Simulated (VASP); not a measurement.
La3AlSb:

```
Al Sb La
1.0
     5.93000    0.00000    0.00000
     0.00000    5.93000    0.00000
     0.00000    0.00000    5.93000
Al Sb La
1 1 3
Direct
  0.00000 0.00000 0.00000
  0.50000 0.50000 0.50000
  0.50000 0.50000 0.00000
  0.00000 0.50000 0.50000
  0.50000 0.00000 0.50000
```

* Program: VASP 6.6.1
* Task: relaxation of cell and atoms
* Functional: LDA
* Potentials or basis: VASP PAW LDA potentials, release 64 (Al, Sb, La)
* Cutoff: 600 eV
* k mesh: 5 × 5 × 5
* Occupations: gaussian, width 0.05 eV
* Spin: no spin polarisation

At the start: pressure -1.6 GPa; volume 41.71 Å³/atom.

Problem. How do energy, volume and symmetry change on relaxing?

Solution. Over 3 steps the energy falls by 8.1 meV/atom and the volume is 40.09 Å³/atom (-3.9 %); space group Pm-3m (No. 221, to 0.1 Å) before and after.

Step by step:
```
step  energy change (eV)  largest force (eV/Å)  pressure (GPa)  volume (Å³)
   1              0.0000                0.0000           -1.56       208.53
   2             -0.0301                0.0000            0.87       196.54
   3             -0.0405                0.0000            0.00       200.45
```

Final structure:
```
CELL_PARAMETERS angstrom
5.85238 0.00000 0.00000
0.00000 5.85238 0.00000
0.00000 0.00000 5.85238
ATOMIC_POSITIONS crystal
Al 0.00000 0.00000 0.00000
Sb 0.50000 0.50000 0.50000
La 0.50000 0.50000 0.00000
La 0.00000 0.50000 0.50000
La 0.50000 0.00000 0.50000
```
